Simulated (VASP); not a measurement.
The system is Ir.

```
Ir
1.0
     0.00000    1.91500    1.91500
     1.91500    0.00000    1.91500
     1.91500    1.91500    0.00000
Ir
1
Cartesian
  0.0000 0.0000 0.0000
```

```yaml
Program: VASP 6.6.1
Task: relaxation of cell and atoms
Functional: PBE
Potentials_or_basis: VASP PAW PBE potentials, release 64 (Ir)
Cutoff: 500 eV
k_mesh: 18 × 18 × 18
Occupations: fermi-dirac, width 0.1 eV
Spin: no spin polarisation
```

At the start: pressure 12.8 GPa; volume 14.05 Å³/atom.

How do energy, volume and symmetry change on relaxing?

Over 4 steps the energy falls by 18.5 meV/atom and the volume is 14.53 Å³/atom (+3.4 %); space group Fm-3m (No. 225, to 0.1 Å) before and after.

The path:
```
step  energy change (eV)  largest force (eV/Å)  pressure (GPa)  volume (Å³)
   1              0.0000                0.0000           12.79        14.05
   2              0.1957                0.0000          -31.26        16.45
   3             -0.0184                0.0000           -0.67        14.55
   4             -0.0185                0.0000           -0.04        14.53
```

Final structure:
```
Ir
1.0
     0.00000    1.93667    1.93667
     1.93667    0.00000    1.93667
     1.93667    1.93667    0.00000
Ir
1
Cartesian
  0.0000 0.0000 0.0000
```
